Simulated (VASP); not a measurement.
# Zn16H (a cell with a defect) in VASP: single point with PBE

Aim: the single point of Zn16H (a cell with a defect) with PBE.

All numbers are computed with VASP 6.6.1; they aren't measurements. Logs are shortened: lines on timing, memory, paths and dates and some standing lists are left out, and cuts for length are marked.

## 1. The cell of the first run

The cell holds a defect, 17 atoms: a = 6.805 Å, b = 6.805 Å, c = 6.805 Å, α = 109.47°, β = 109.47°, γ = 109.47°.

## 2. Single point, PBE

Contents of INCAR:

```
PREC = Accurate ; ENCUT = 520
EDIFF = 1E-7 ; ISMEAR = 0
SIGMA = 0.1 ; LREAL = Auto
LASPH = True ; NELM = 60
ALGO = Normal ; ISIF = 2
LWAVE = False ; LCHARG = True
GGA = PE ; LELF = True
LVHAR = True ; NBANDS = 110
```

Contents of KPOINTS:

```
Automatic mesh
0
Gamma
  4 4 4
  0.5 0.5 0.5
```

Contents of POSCAR:

```
Zn16H
1.0
   -3.9288069975     -3.9288069975     -3.9288069975
   -3.9288069975      3.9288069975      3.9288069975
    3.9288069975      3.9288069975     -3.9288069975
Zn H
16 1
Direct
    0.7776238441      0.0274428090      0.3050784884
    0.4970623401      0.0029391874      0.4999969460
    0.2551732627     -0.0034360303      0.7517406688
    0.7463319022      0.5054946708      0.7518317906
    0.7503018097      0.2570000259     -0.0000080177
    0.5034440483      0.2448100659      0.2482544957
    0.2527416085      0.2472651369      0.5000016548
    0.0077971506      0.2581736646      0.7659640705
    0.0068751150      0.0007278291      0.0000161627
    0.7527307913      0.7472627192      0.5000146358
    0.4725037400      0.7223760296      0.6949104402
    0.4992958425      0.4931407934      0.0000117084
    0.2418360079      0.4922140490      0.2340344030
   -0.0029614588      0.5029231523      0.4999838377
    0.2429836845      0.7496957733     -0.0000106903
   -0.0054941615      0.7536562631      0.2481665556
    0.6238201575     -0.1238557914     -0.0000271075
```

Potentials or basis: VASP PAW PBE potentials, release 64 (Zn, H).

Command:

```sh
cat potpaw_PBE.64/Zn/POTCAR potpaw_PBE.64/H/POTCAR > POTCAR
mpirun -np 1 vasp_std > vasp.out
```

OUTCAR:

```text
PREC = Accurate
   ENCUT = 520
   EDIFF = 1E-7
   ISMEAR = 0
   LREAL = Auto
   LASPH = True
   NELM = 60
   ISIF = 2
   GGA = PE

 ion  position               nearest neighbor table
   1  0.778  0.027  0.305-  17 1.70   8 2.56  10 2.65   7 2.65   2 2.66  14 2.66  16 2.74   6 2.75
                            12 2.98   9 2.98  15 2.98   5 2.98
   2  0.497  0.003  0.500-  11 2.66   1 2.66   7 2.72   6 2.74   3 2.74   5 2.78  15 2.78   4 2.79
                            16 2.79  13 2.84   8 2.84  10 2.84
   3  0.255  0.997  0.752-   2 2.74  14 2.74  11 2.75  15 2.75   5 2.75   6 2.76   9 2.76  12 2.76
                             7 2.79  10 2.79  16 2.80   8 2.83
   4  0.746  0.505  0.752-  10 2.74   7 2.74  11 2.74  12 2.75   9 2.75  16 2.76  15 2.76   5 2.76
                            14 2.79   2 2.79   6 2.80   8 2.83
   5  0.750  0.257  1.000-  12 2.71   8 2.73  13 2.73   6 2.75   3 2.75   4 2.76  16 2.76  14 2.78
                             2 2.78   9 2.85  11 2.98   1 2.98
   6  0.503  0.245  0.248-  14 2.74   2 2.74   1 2.75  15 2.75   5 2.75   3 2.76   9 2.76  12 2.76
                             7 2.79  10 2.79   4 2.80  13 2.83
   7  0.253  0.247  0.500-  11 2.65   1 2.65   2 2.72   4 2.74  16 2.74   9 2.78  12 2.78   3 2.79
                             6 2.79   8 2.84  13 2.84  14 2.84
   8  0.008  0.258  0.766-   1 2.56  13 2.60   9 2.73  12 2.73  15 2.73   5 2.73   4 2.83   3 2.83
                            14 2.84   2 2.84   7 2.84  10 2.84
   9  0.007  0.001  0.000-  15 2.71  13 2.73   8 2.73  16 2.75   4 2.75   6 2.76   3 2.76   7 2.78
                            10 2.78   5 2.85   1 2.98  11 2.98
  10  0.753  0.747  0.500-   1 2.65  11 2.65  14 2.72   4 2.74  16 2.74   9 2.78  12 2.78   3 2.79
                             6 2.79  13 2.84   8 2.84   2 2.84
  11  0.473  0.722  0.695-  17 1.70  13 2.56   7 2.65  10 2.65  14 2.66   2 2.66   4 2.74   3 2.75
                            12 2.98   9 2.98  15 2.98   5 2.98
  12  0.499  0.493  0.000-   5 2.71  13 2.73   8 2.73  16 2.75   4 2.75   6 2.76   3 2.76  10 2.78
                             7 2.78  15 2.85   1 2.98  11 2.98
  13  0.242  0.492  0.234-  11 2.56   8 2.60  12 2.73   9 2.73  15 2.73   5 2.73  16 2.83   6 2.83
                             2 2.84  14 2.84  10 2.84   7 2.84
  14  0.997  0.503  0.500-  11 2.66   1 2.66  10 2.72   6 2.74   3 2.74   5 2.78  15 2.78  16 2.79
                             4 2.79   8 2.84  13 2.84   7 2.84
  15  0.243  0.750  1.000-   9 2.71   8 2.73  13 2.73   6 2.75   3 2.75   4 2.76  16 2.76  14 2.78
                             2 2.78  12 2.85  11 2.98   1 2.98
  16  0.995  0.754  0.248-   7 2.74  10 2.74   1 2.74  12 2.75   9 2.75   4 2.76  15 2.76   5 2.76
                            14 2.79   2 2.79   3 2.80  13 2.83
  17  0.624  0.876  1.000-  11 1.70   1 1.70

  LATTYP: Found a body centered cubic cell.
 ALAT       =     7.8576139950

  Lattice vectors:

 A1 = (  -3.9288069975,  -3.9288069975,  -3.9288069975)
 A2 = (  -3.9288069975,   3.9288069975,   3.9288069975)
 A3 = (   3.9288069975,   3.9288069975,  -3.9288069975)

Analysis of symmetry for initial positions (statically):
=====================================================================
[... 173 lines left out ...]
     AMIX     =   0.40;   BMIX     =  1.00
     AMIX_MAG =   1.60;   BMIX_MAG =  1.00
  volume/ion in A,a.u.               =      14.27        96.29
  Fermi-wavevector in a.u.,A,eV,Ry     =   1.516980  2.866677 31.310120  2.301229
  Thomas-Fermi vector in A             =   2.626297
   LORBIT       =      0    0 simple, 1 ext, 2 COOP (PROOUT), +10 PAW based schemes
   GGA     = PE    functional components
   LHFCALC =     F    Hartree Fock is set to
   AEXX    =    0.0000 exact exchange contribution
   IVDW    =     0    specifies the selected vdW correction
   LEPSILON=     F    determine dielectric tensor
   LRPA    =     F    only Hartree local field effects (RPA)
 non-spin polarized calculation
 Gauss-broadening in eV      SIGMA  =   0.10
  energy-cutoff  :      520.00
  volume of cell :      242.57
 maximum number of plane-waves:      6564
 NGX is ok and might be reduce to    54
   NGX = 25   NGY = 25   NGZ = 25

 number of electron     193.0000011 magnetization

 Free energy of the ion-electron system (eV)
  ---------------------------------------------------
  ext. energy  EPLUGINS =         0.00000000
  ---------------------------------------------------
  free energy    TOTEN  =       -19.48976832 eV

  energy without entropy =      -19.44619177  energy(sigma->0) =      -19.46798004

 E-fermi :   3.1093     XC(G=0): -11.6230

 val. band max:        3.0627549036   @ k =  -0.3750   0.1250  -0.1250
 cond. band min:       3.1165205074   @ k =   0.3750  -0.3750   0.3750
 fundamental gap:      0.0537656038
 Fermi energy:         3.1093470156

 k-point     1 :       0.1250    0.1250    0.1250
  band No.  band energies     occupation
      1      -7.0095      2.00000
      2      -5.7094      2.00000
      3      -5.1916      2.00000
      4      -5.1609      2.00000
      5      -5.1246      2.00000
      6      -5.1220      2.00000
[... 2653 lines left out ...]
    107       6.9339      0.00000
    108       7.6196      0.00000

 [... further k-points ...]

 [bands above 108 left out]

------------------------ aborting loop because EDIFF is reached ----------------------------------------

  FORCE on cell =-STRESS in cart. coord.  units (eV):
  Direction    XX          YY          ZZ          XY          YZ          ZX
  --------------------------------------------------------------------------------------
  -------------------------------------------------------------------------------------
  Total        2.4552395      5.3229095      5.3228685      0.0001005     -0.8047454      0.0001065
  in kB       16.2166957     35.1574678     35.1571969      0.0006640     -5.3152905      0.0007035
  external PRESSURE =      28.8437868 kB  Pullay stress =       0.0000000 kB

 VOLUME and BASIS-vectors are now :
 -----------------------------------------------------------------------------
  energy-cutoff  :      520.00
  volume of cell :      242.57
      direct lattice vectors                 reciprocal lattice vectors
    -3.928806998 -3.928806998 -3.928806998    -0.127265096  0.000000000 -0.127265096
    -3.928806998  3.928806998  3.928806998    -0.127265096  0.127265096  0.000000000
     3.928806998  3.928806998 -3.928806998     0.000000000  0.127265096 -0.127265096

 POSITION                                       TOTAL-FORCE (eV/Angst)
 -----------------------------------------------------------------------------------
     -1.96436     -1.74872     -4.14591        -0.000056      0.032259     -0.031870
     -0.00002      0.02308     -3.90571        -0.000002     -0.003244     -0.003273
     -1.96439      5.86622     -0.04066        -0.000014      0.011130      0.001324
     -1.96438      2.00760     -3.90000        -0.000012      0.001354     -0.012677
     -0.02872      1.99069     -5.86686         0.017714     -0.003840     -0.003815
     -1.96440     -0.04078     -1.99147         0.000011      0.001360      0.011187
[... 9 lines left out ...]
     -5.89319      0.02875     -1.92125        -0.000016     -0.012657      0.001313
     -1.96437      4.92003     -2.93737        -0.000002      0.000558     -0.000730
 -----------------------------------------------------------------------------------
    total drift:                                0.000117      0.000073     -0.000047

  FREE ENERGIE OF THE ION-ELECTRON SYSTEM (eV)
  ---------------------------------------------------
  free  energy   TOTEN  =       -19.4897683193 eV

  energy  without entropy=      -19.4461917701  energy(sigma->0) =      -19.46798004
```

OSZICAR:

```text
N       E                     dE             d eps       ncg     rms          rms(c)
DAV:   1     0.176688289681E+04    0.17669E+04   -0.88275E+04  7040   0.280E+03
DAV:   2     0.198166253174E+03   -0.15687E+04   -0.15350E+04  7040   0.640E+02
DAV:   3    -0.113527684350E+02   -0.20952E+03   -0.20290E+03  7094   0.201E+02
DAV:   4    -0.213988887427E+02   -0.10046E+02   -0.98059E+01  7610   0.485E+01
DAV:   5    -0.214925540683E+02   -0.93665E-01   -0.93088E-01  7442   0.381E+00    0.124E+01
DAV:   6    -0.196016187583E+02    0.18909E+01   -0.94227E+00  8062   0.269E+01    0.923E+00
DAV:   7    -0.195211528061E+02    0.80466E-01   -0.86192E-01  7440   0.832E+00    0.470E+00
DAV:   8    -0.194954576638E+02    0.25695E-01   -0.22217E-01  8012   0.860E+00    0.902E-01
DAV:   9    -0.194896543634E+02    0.58033E-02   -0.43340E-02  7812   0.535E+00    0.232E-01
DAV:  10    -0.194898266264E+02   -0.17226E-03   -0.18178E-02  7976   0.753E-01    0.110E-01
DAV:  11    -0.194897277385E+02    0.98888E-04   -0.18922E-03  8122   0.103E+00    0.522E-02
DAV:  12    -0.194897654542E+02   -0.37716E-04   -0.51969E-04  8312   0.245E-01    0.164E-02
DAV:  13    -0.194897674633E+02   -0.20092E-05   -0.74617E-05  7924   0.151E-01    0.133E-02
DAV:  14    -0.194897686799E+02   -0.12166E-05   -0.50007E-05  7852   0.114E-01    0.717E-03
DAV:  15    -0.194897686460E+02    0.33917E-07   -0.93287E-06  7588   0.550E-02    0.321E-03
DAV:  16    -0.194897686630E+02   -0.16968E-07   -0.25948E-06  7766   0.166E-02    0.207E-03
DAV:  17    -0.194897683663E+02    0.29671E-06   -0.13961E-07  3960   0.671E-03    0.119E-03
DAV:  18    -0.194897683193E+02    0.47014E-07   -0.19415E-07  3898   0.556E-03
   1 F= -.19489768E+02 E0= -.19467980E+02  d E =-.435765E-01
```

stdout:

```text
POSCAR found type information on POSCAR ZnH
 POSCAR found :  2 types and      17 ions
 scaLAPACK will be used
 LDA part: xc-table for (Slater+PW92), standard interpolation
 POSCAR, INCAR and KPOINTS ok, starting setup
 FFT: planning ... GRIDC
 FFT: planning ... GRID_SOFT
 FFT: planning ... GRID
 WAVECAR not read
 entering main loop
```

Wall time 21 min (1 thread of Intel Xeon 6975P-C (Granite Rapids), shared host); peak memory 0.71 GiB.

What came out:

```
Free energy            : -19.4898 eV
Pressure               : 2.9 GPa
Largest force          : 0.046 eV/Å
Band gap on the k mesh : zero (an odd number of electrons rules out a gap without spin polarisation)
```

Forces in eV/Å, atoms in the order of the input:
```
Zn   0.000  0.032 -0.032
Zn   0.000 -0.003 -0.003
Zn   0.000  0.011  0.001
Zn   0.000  0.001 -0.013
Zn   0.018 -0.004 -0.004
Zn   0.000  0.001  0.011
Zn   0.000  0.004  0.004
Zn   0.000 -0.004  0.003
Zn   0.018  0.003  0.003
Zn   0.000  0.004  0.004
Zn   0.000 -0.033  0.033
Zn  -0.018  0.003  0.003
Zn   0.000  0.003 -0.004
Zn   0.000 -0.003 -0.003
Zn  -0.018 -0.004 -0.004
Zn   0.000 -0.013  0.001
H    0.000  0.001 -0.001
```

The gap in the log of VASP goes by the Fermi energy; the results here count the filled bands.